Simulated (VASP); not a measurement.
The system is BaTe.

```xyz
4
Lattice="5.9702 0.0000 0.0000 -2.9851 5.1704 0.0000 0.0000 0.0000 7.0024" Properties=species:S:1:pos:R:3 pbc="T T T"
Ba    2.9851    1.7235    0.4383
Ba    0.0000    3.4469    3.9395
Te    2.9851    1.7235    3.9397
Te    0.0000    3.4469    0.4384
```

Program: VASP 6.6.1. Alike in all runs: task single point; potentials or basis VASP PAW PBE potentials, release 64 (Ba_sv, Te); cell as given; cutoff (eV) 520; smearing gaussian 0.05 eV.

Q: Order these runs on this cell by their band gap on the k mesh, lowest first.
A. level r2SCAN; spin off; k mesh 8 × 8 × 4
B. level PBE; spin collinear, zero start; k mesh 8 × 8 × 4
C. level HSE06; spin off; k mesh 4 × 4 × 4; grid for exact exchange (PRECFOCK) Normal; share of exact exchange 0.25; screening parameter 0.2079 1/Å

A: B (1.92 eV), A (2.28 eV), C (2.78 eV).

Caveats: spin-orbit coupling is left out, which moves the levels of the heavy elements.

A k mesh can miss the band edges.
